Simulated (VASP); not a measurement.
# N (Pa-3) in VASP: a series of runs

Runs on N. Level: PBE. Tasks: single point, relaxation of cell and atoms.

Program: VASP 6.6.1. These are calculated values, not measurements. Logs are shortened: lines on timing, memory, paths and dates and some standing lists are left out, and cuts for length are marked.

### Step 1. The cell of the first run

It takes space group Pa-3 (No. 205, cubic). The conventional cell has a = 6.146 Å, b = 6.146 Å, c = 6.146 Å, α = 90.00°, β = 90.00°, γ = 90.00°. Within 1.5 Å of N (site symmetry 3) lie 1 N at 1.10 Å.

### Step 2. Single point, PBE

Contents of INCAR:

```
PREC = Accurate ; ENCUT = 520
EDIFF = 1E-6 ; ISMEAR = 0
SIGMA = 0.02 ; LREAL = F
LASPH = T ; NELM = 60
ALGO = Normal ; ISIF = 2
LWAVE = F ; LCHARG = F
GGA = PE ; NBANDS = 30
```

Contents of KPOINTS:

```
Automatic mesh
0
Gamma
  4 4 4
```

Contents of POSCAR:

```
N
1.0
    6.1456265970      0.0000000000      0.0000000000
    0.0000000000      6.1456265970      0.0000000000
    0.0000000000      0.0000000000      6.1456265970
N
8
Direct
    0.0517585151      0.0517585151      0.0517585151
    0.4482414849      0.9482414849      0.5517585151
    0.5517585151      0.4482414849      0.9482414849
    0.9482414849      0.5517585151      0.4482414849
    0.9482414849      0.9482414849      0.9482414849
    0.5517585151      0.0517585151      0.4482414849
    0.4482414849      0.5517585151      0.0517585151
    0.0517585151      0.4482414849      0.5517585151
```

Potentials or basis: VASP PAW PBE potentials, release 64 (N).

On the command line:

```console
$ cat potpaw_PBE.64/N/POTCAR > POTCAR
$ mpirun -np 1 vasp_std > vasp.out
```

OUTCAR:

```text
PREC = Accurate
   ENCUT = 520
   EDIFF = 1E-6
   ISMEAR = 0
   LREAL = F
   LASPH = T
   NELM = 60
   ISIF = 2
   GGA = PE

 ion  position               nearest neighbor table
   1  0.052  0.052  0.052-   5 1.10
   2  0.448  0.948  0.552-   6 1.10
   3  0.552  0.448  0.948-   7 1.10
   4  0.948  0.552  0.448-   8 1.10
   5  0.948  0.948  0.948-   1 1.10
   6  0.552  0.052  0.448-   2 1.10
   7  0.448  0.552  0.052-   3 1.10
   8  0.052  0.448  0.552-   4 1.10

  LATTYP: Found a simple cubic cell.
 ALAT       =     6.1456265970

  Lattice vectors:

 A1 = (   6.1456265970,   0.0000000000,   0.0000000000)
 A2 = (   0.0000000000,   6.1456265970,   0.0000000000)
 A3 = (   0.0000000000,   0.0000000000,   6.1456265970)

Analysis of symmetry for initial positions (statically):
=====================================================================
 Subroutine PRICEL returns:
 Original cell was already a primitive cell.

 Routine SETGRP: Setting up the symmetry group for a
 simple cubic supercell.

 Subroutine GETGRP returns: Found 24 space group operations
 (whereof  6 operations were pure point group operations)
 out of a pool of 48 trial point group operations.

The static configuration has the point symmetry S_6 .
 The point group associated with its full space group is T_h .

Analysis of symmetry for dynamics (positions and initial velocities):
=====================================================================
 Subroutine PRICEL returns:
 Original cell was already a primitive cell.

 Routine SETGRP: Setting up the symmetry group for a
 simple cubic supercell.

 Subroutine GETGRP returns: Found 24 space group operations
 (whereof  6 operations were pure point group operations)
 out of a pool of 48 trial point group operations.

The dynamic configuration has the point symmetry S_6 .
 The point group associated with its full space group is T_h .

 Subroutine INISYM returns: Found 24 space group operations
 (whereof  6 operations are pure point group operations),
 and found     1 'primitive' translations

----------------------------------------------------------------------------------------

                                     Primitive cell

  volume of cell :     232.1125

  direct lattice vectors                    reciprocal lattice vectors
     6.145626597  0.000000000  0.000000000     0.162717338  0.000000000  0.000000000
     0.000000000  6.145626597  0.000000000     0.000000000  0.162717338  0.000000000
     0.000000000  0.000000000  6.145626597     0.000000000  0.000000000  0.162717338

  length of vectors
     6.145626597  6.145626597  6.145626597     0.162717338  0.162717338  0.162717338

  position of ions in fractional coordinates (direct lattice)
     0.051758515  0.051758515  0.051758515
     0.448241485  0.948241485  0.551758515
     0.551758515  0.448241485  0.948241485
     0.948241485  0.551758515  0.448241485
     0.948241485  0.948241485  0.948241485
     0.551758515  0.051758515  0.448241485
     0.448241485  0.551758515  0.051758515
     0.051758515  0.448241485  0.551758515

  ion indices of the primitive-cell ions
   primitive index   ion index
                 1           1
                 2           2
                 3           3
                 4           4
                 5           5
                 6           6
                 7           7
                 8           8

----------------------------------------------------------------------------------------

 KPOINTS: Automatic mesh

Automatic generation of k-mesh.
 Grid dimensions read from file:
 generate k-points for:    4    4    4

 Generating k-lattice:

  Cartesian coordinates                     Fractional coordinates (reciprocal lattice)
     0.040679334  0.000000000  0.000000000     0.250000000  0.000000000  0.000000000
     0.000000000  0.040679334  0.000000000     0.000000000  0.250000000  0.000000000
     0.000000000  0.000000000  0.040679334     0.000000000  0.000000000  0.250000000

  Length of vectors
     0.040679334  0.040679334  0.040679334

  Shift w.r.t. Gamma in fractional coordinates (k-lattice)
     0.000000000  0.000000000  0.000000000

 Subroutine IBZKPT returns following result:
 ===========================================

 Found     11 irreducible k-points:

 Following reciprocal coordinates:
            Coordinates               Weight
  0.000000  0.000000  0.000000      1.000000
  0.250000  0.000000  0.000000      6.000000
  0.500000  0.000000  0.000000      3.000000
  0.250000  0.250000  0.000000     12.000000
  0.500000  0.250000  0.000000      6.000000
 -0.250000  0.500000  0.000000      6.000000
  0.500000  0.500000  0.000000      3.000000
  0.250000  0.250000  0.250000      8.000000
  0.500000  0.250000  0.250000     12.000000
  0.500000  0.500000  0.250000      6.000000
  0.500000  0.500000  0.500000      1.000000
   k-points           NKPTS =     11   k-points in BZ     NKDIM =     11   number of bands    NBANDS=     30
   number of dos      NEDOS =    301   number of ions     NIONS =      8
   total plane-waves  NPLWV = 110592
   dimension x,y,z NGX =    48 NGY =   48 NGZ =   48
   dimension x,y,z NGXF=    96 NGYF=   96 NGZF=   96
   ions per type =               8
   NGX,Y,Z   is equivalent  to a cutoff of  12.98, 12.98, 12.98 a.u.
   NGXF,Y,Z  is equivalent  to a cutoff of  25.97, 25.97, 25.97 a.u.
 SYSTEM =  unknown system
   PREC   = accura    normal or accurate (medium, high low for compatibility)
   ISTART =      0    job   : 0-new  1-cont  2-samecut
   ICHARG =      2    charge: 1-file 2-atom 10-const
   ISPIN  =      1    spin polarized calculation?
   LNONCOLLINEAR =      F non collinear calculations
   LSORBIT =      F    spin-orbit coupling
   LASPH  =      T    aspherical Exc in radial PAW
   ENCUT  =  520.0 eV  38.22 Ry    6.18 a.u.  11.43 11.43 11.43*2*pi/ulx,y,z
   NELM   =     60;   NELMIN=  2; NELMDL= -5     # of ELM steps
   EDIFF  = 0.1E-05   stopping-criterion for ELM
   LREAL  =      F    real-space projection
   EDIFFG = 0.1E-04   stopping-criterion for IOM
   NSW    =      0    number of steps for IOM
   IBRION =     -1    ionic relax: 0-MD 1-quasi-New 2-CG
   NFREE  =      0    steps in history (QN), initial steepest desc. (CG)
   ISIF   =      2    stress and relaxation
   ISYM   =      2    0-nonsym 1-usesym 2-fastsym
   POTIM  = 0.5000    time-step for ionic-motion
   TEBEG  =    0.0;   TEEND  =   0.0 temperature during run
   PSTRESS=    0.0 pullay stress
   NELECT =      40.0000    total number of electrons
   NUPDOWN=      -1.0000    fix difference up-down
   EMIN   =  10.00;   EMAX   =-10.00  energy-range for DOS
   EFERMI =   0.00;   METHOD = LEGACY
   ISMEAR =     0;   SIGMA  =   0.02  broadening in eV -4-tet -1-fermi 0-gaus
   EFERMI_NEDOS =   21; number of points for ismear=-14 and -15
   IALGO  =     38    algorithm
   IMIX   =      4    mixing-type and parameters
     AMIX     =   0.40;   BMIX     =  1.00
     AMIX_MAG =   1.60;   BMIX_MAG =  1.00
  volume/ion in A,a.u.               =      29.01       195.80
  Fermi-wavevector in a.u.,A,eV,Ry     =   0.911022  1.721581 11.292295  0.829960
  Thomas-Fermi vector in A             =   2.035252
   LORBIT       =      0    0 simple, 1 ext, 2 COOP (PROOUT), +10 PAW based schemes
   GGA     = PE    functional components
   LHFCALC =     F    Hartree Fock is set to
   AEXX    =    0.0000 exact exchange contribution
   IVDW    =     0    specifies the selected vdW correction
   LEPSILON=     F    determine dielectric tensor
   LRPA    =     F    only Hartree local field effects (RPA)
 non-spin polarized calculation
 Gauss-broadening in eV      SIGMA  =   0.02
  energy-cutoff  :      520.00
  volume of cell :      232.11
 maximum number of plane-waves:      6302
 NGX is ok and might be reduce to    48
   NGX = 23   NGY = 23   NGZ = 23

 number of electron      40.0000005 magnetization

 Free energy of the ion-electron system (eV)
  ---------------------------------------------------
  ext. energy  EPLUGINS =         0.00000000
  ---------------------------------------------------
  free energy    TOTEN  =       -66.67705591 eV

  energy without entropy =      -66.67705591  energy(sigma->0) =      -66.67705591

 E-fermi :  -7.2579     XC(G=0):  -5.5943

 val. band max:       -7.4072777910   @ k =   0.5000   0.0000   0.0000
 cond. band min:       0.2374576680   @ k =   0.0000   0.0000   0.0000
 fundamental gap:      7.6447354590
 Fermi energy:        -7.2579107420

 k-point     1 :       0.0000    0.0000    0.0000
  band No.  band energies     occupation
      1     -25.6749      2.00000
      2     -25.6548      2.00000
      3     -25.6548      2.00000
      4     -25.6548      2.00000
      5     -10.8179      2.00000
      6     -10.8179      2.00000
[... 22 lines left out ...]
     29       2.8472      0.00000
     30       5.4042      0.00000

 k-point     2 :       0.2500    0.0000    0.0000
  band No.  band energies     occupation
      1     -25.6720      2.00000
      2     -25.6578      2.00000
      3     -25.6549      2.00000
      4     -25.6548      2.00000
      5     -10.8168      2.00000
      6     -10.8165      2.00000
[... 22 lines left out ...]
     29       2.9883      0.00000
     30       4.4568      0.00000

 k-point     3 :       0.5000    0.0000    0.0000
  band No.  band energies     occupation
      1     -25.6648      2.00000
      2     -25.6648      2.00000
      3     -25.6549      2.00000
      4     -25.6549      2.00000
      5     -10.8153      2.00000
      6     -10.8153      2.00000
[... 22 lines left out ...]
     29       3.5121      0.00000
     30       3.5121      0.00000

 k-point     4 :       0.2500    0.2500    0.0000
  band No.  band energies     occupation
      1     -25.6694      2.00000
      2     -25.6573      2.00000
      3     -25.6572      2.00000
      4     -25.6552      2.00000
      5     -10.8157      2.00000
      6     -10.8093      2.00000
[... 22 lines left out ...]
     29       3.1286      0.00000
     30       4.5525      0.00000

 k-point     5 :       0.5000    0.2500    0.0000
  band No.  band energies     occupation
      1     -25.6633      2.00000
      2     -25.6633      2.00000
      3     -25.6563      2.00000
      4     -25.6563      2.00000
      5     -10.8125      2.00000
      6     -10.8125      2.00000
[... 22 lines left out ...]
     29       3.6383      0.00000
     30       3.6383      0.00000

 k-point     6 :      -0.2500    0.5000    0.0000
  band No.  band energies     occupation
      1     -25.6633      2.00000
      2     -25.6633      2.00000
      3     -25.6563      2.00000
      4     -25.6563      2.00000
      5     -10.8124      2.00000
      6     -10.8124      2.00000
[... 22 lines left out ...]
     29       3.6402      0.00000
     30       3.6402      0.00000

 k-point     7 :       0.5000    0.5000    0.0000
  band No.  band energies     occupation
      1     -25.6598      2.00000
      2     -25.6598      2.00000
      3     -25.6598      2.00000
      4     -25.6598      2.00000
      5     -10.8031      2.00000
      6     -10.8031      2.00000
[... 22 lines left out ...]
     29       4.0906      0.00000
     30       4.0906      0.00000

 k-point     8 :       0.2500    0.2500    0.2500
  band No.  band energies     occupation
      1     -25.6673      2.00000
      2     -25.6573      2.00000
      3     -25.6573      2.00000
      4     -25.6572      2.00000
      5     -10.8121      2.00000
      6     -10.8121      2.00000
[... 22 lines left out ...]
     29       3.2697      0.00000
     30       4.5575      0.00000

 k-point     9 :       0.5000    0.2500    0.2500
  band No.  band energies     occupation
      1     -25.6623      2.00000
      2     -25.6623      2.00000
      3     -25.6573      2.00000
      4     -25.6573      2.00000
      5     -10.8124      2.00000
      6     -10.8124      2.00000
[... 22 lines left out ...]
     29       3.7683      0.00000
     30       3.7683      0.00000

 k-point    10 :       0.5000    0.5000    0.2500
  band No.  band energies     occupation
      1     -25.6598      2.00000
      2     -25.6598      2.00000
      3     -25.6598      2.00000
      4     -25.6598      2.00000
      5     -10.8077      2.00000
      6     -10.8077      2.00000
[... 22 lines left out ...]
     29       4.1972      0.00000
     30       4.1972      0.00000

 k-point    11 :       0.5000    0.5000    0.5000
  band No.  band energies     occupation
      1     -25.6596      2.00000
      2     -25.6596      2.00000
      3     -25.6596      2.00000
      4     -25.6596      2.00000
      5     -10.8120      2.00000
      6     -10.8120      2.00000
[... 22 lines left out ...]
     29       4.3555      0.00000
     30       4.3555      0.00000

------------------------ aborting loop because EDIFF is reached ----------------------------------------

  FORCE on cell =-STRESS in cart. coord.  units (eV):
  Direction    XX          YY          ZZ          XY          YZ          ZX
  --------------------------------------------------------------------------------------
  -------------------------------------------------------------------------------------
  Total        2.3120888      2.3120888      2.3120888     -0.0000000      0.0000000      0.0000000
  in kB       15.9594009     15.9594009     15.9594009     -0.0000000      0.0000000      0.0000000
  external PRESSURE =      15.9594009 kB  Pullay stress =       0.0000000 kB

 VOLUME and BASIS-vectors are now :
 -----------------------------------------------------------------------------
  energy-cutoff  :      520.00
  volume of cell :      232.11
      direct lattice vectors                 reciprocal lattice vectors
     6.145626597  0.000000000  0.000000000     0.162717338  0.000000000  0.000000000
     0.000000000  6.145626597  0.000000000     0.000000000  0.162717338  0.000000000
     0.000000000  0.000000000  6.145626597     0.000000000  0.000000000  0.162717338

 POSITION                                       TOTAL-FORCE (eV/Angst)
 -----------------------------------------------------------------------------------
      0.31809      0.31809      0.31809         1.007189      1.007189      1.007189
      2.75472      5.82754      3.39090        -1.007189     -1.007189      1.007189
      3.39090      2.75472      5.82754         1.007189     -1.007189     -1.007189
      5.82754      3.39090      2.75472        -1.007189      1.007189     -1.007189
      5.82754      5.82754      5.82754        -1.007189     -1.007189     -1.007189
      3.39090      0.31809      2.75472         1.007189      1.007189     -1.007189
      2.75472      3.39090      0.31809        -1.007189      1.007189      1.007189
      0.31809      2.75472      3.39090         1.007189     -1.007189      1.007189
 -----------------------------------------------------------------------------------
    total drift:                               -0.000000      0.000000      0.000000

  FREE ENERGIE OF THE ION-ELECTRON SYSTEM (eV)
  ---------------------------------------------------
  free  energy   TOTEN  =       -66.6770559118 eV

  energy  without entropy=      -66.6770559118  energy(sigma->0) =      -66.67705591
```

It used 54 s of CPU time on 1 thread of AMD EPYC 7R13 Processor (Zen 3), on a shared host.

Results:

```yaml
Free_energy: -66.6771 eV
Pressure: 1.6 GPa
Largest_force: 1.745 eV/Å
Band_gap_on_the_k_mesh: 7.64 eV, indirect (least direct gap 7.65 eV)
```

Forces in eV/Å, atoms in the order of the input:
```
N    1.007  1.007  1.007
N   -1.007 -1.007  1.007
N    1.007 -1.007 -1.007
N   -1.007  1.007 -1.007
N   -1.007 -1.007 -1.007
N    1.007  1.007 -1.007
N   -1.007  1.007  1.007
N    1.007 -1.007  1.007
```

Caveat: the standard files for N, O and F lose accuracy on very short bonds; forces of over 1 eV/Å act on the atoms, so gaps and moduli don't describe the material at rest.

### Step 3. Relaxation of cell and atoms, PBE

This run uses another cell than the first one, of 22.65 Å³/atom, 0.781 times its volume.

Contents of INCAR:

```
  PREC = Accurate
  ENCUT = 600
  EDIFF = 1E-7
  ISMEAR = 0
  SIGMA = 0.02
  LREAL = False
  LASPH = True
  NELM = 80
  ALGO = Normal
  ISIF = 3
  LWAVE = False
  LCHARG = False
  GGA = PE
  IBRION = 2
  NSW = 70
  EDIFFG = -0.02
```

KPOINTS is that of step 2.

Contents of POSCAR:

```
N
1.0
    5.6589943538      0.0000000000      0.0000000000
    0.0000000000      5.6589943538      0.0000000000
    0.0000000000      0.0000000000      5.6589943538
N
8
Direct
    0.0561888079      0.0561888079      0.0561888079
    0.4438111921      0.9438111921      0.5561888079
    0.5561888079      0.4438111921      0.9438111921
    0.9438111921      0.5561888079      0.4438111921
    0.9438111921      0.9438111921      0.9438111921
    0.5561888079      0.0561888079      0.4438111921
    0.4438111921      0.5561888079      0.0561888079
    0.0561888079      0.4438111921      0.5561888079
```

Potentials or basis: VASP PAW PBE potentials, release 64 (N).

On the command line:

```console
$ cat potpaw_PBE.64/N/POTCAR > POTCAR
$ mpirun -np 1 vasp_std > vasp.out
```

It took 9.2 min on 1 thread of AMD EPYC 7R13 (Zen 3), shared host; peak memory 0.3 GiB.

The run converged. Its results:

| Property | Result |
| --- | --- |
| Free energy | -66.7014 eV |
| Relaxed volume | 26.25 Å³/atom |
| Relaxed cell | a = 5.944 Å, b = 5.944 Å, c = 5.944 Å, α = 90.00°, β = 90.00°, γ = 90.00° |
| Space group after relaxing (to 0.05 Å) | Pa-3 (No. 205) |
| Energy gained by relaxing | 7.4 meV/atom |
| Ionic steps | 14 |
| Pressure after relaxing | 0.0 GPa |
| Largest force after relaxing | 0.007 eV/Å |
| Band gap on the k mesh | 7.43 eV, indirect (least direct gap 7.44 eV) |

Forces on the atoms (eV/Å):
```
N    0.004  0.004  0.004
N   -0.004 -0.004  0.004
N    0.004 -0.004 -0.004
N   -0.004  0.004 -0.004
N   -0.004 -0.004 -0.004
N    0.004  0.004 -0.004
N   -0.004  0.004  0.004
N    0.004 -0.004  0.004
```

The path:
```
step  energy change (eV)  largest force (eV/Å)  pressure (GPa)  volume (Å³)
   1              0.0000                1.6614            2.47       181.22
   2              5.7389               13.5628          -19.14       190.55
   3             -0.0326                0.4894           -0.31       181.81
   4             -0.0354                0.1257            0.17       181.68
   5             -0.0355                0.0310            0.29       181.65
   6             -0.0355                0.0064            0.32       181.64
   7             -0.0373                0.0104            0.30       182.54
   8             -0.0422                0.0192            0.24       185.27
   9             -0.0500                0.0207            0.16       190.81
  10             -0.0584                0.0389            0.10       202.21
  11             -0.0499                0.4176            0.30       226.36
  12             -0.0587                0.2685            0.30       208.99
  13             -0.0594                0.1121            0.12       209.58
  14             -0.0596                0.0071            0.00       209.97
```

Final structure:
```
CELL_PARAMETERS angstrom
5.94368 0.00000 0.00000
0.00000 5.94368 0.00000
0.00000 0.00000 5.94368
ATOMIC_POSITIONS crystal
N 0.05404 0.05404 0.05404
N 0.44596 0.94596 0.55404
N 0.55404 0.44596 0.94596
N 0.94596 0.55404 0.44596
N 0.94596 0.94596 0.94596
N 0.55404 0.05404 0.44596
N 0.44596 0.55404 0.05404
N 0.05404 0.44596 0.55404
```

Levels at points of the mesh, in eV from the valence-band top:
```csv
k point,band 16,band 17,band 18,band 19,band 20,band 21,band 22,band 23,band 24,band 25
"(0.00, 0.00, 0.00)",-1.33,-0.64,-0.01,-0.01,-0.01,7.43,7.43,7.43,8.08,8.08
"(0.50, 0.00, 0.00)",-1.39,-0.25,-0.25,0.00,0.00,7.61,7.61,7.89,7.89,7.98
"(0.50, 0.50, 0.00)",-1.38,-0.12,-0.12,-0.12,-0.12,7.89,7.89,7.89,7.89,8.00
"(0.50, 0.50, 0.50)",-1.32,-0.16,-0.16,-0.16,-0.16,7.89,7.89,7.89,7.89,8.04
```

Caveat: the standard files for N, O and F lose accuracy on very short bonds; the volume moved by over 15 % at a fixed basis, so the end points are rough.
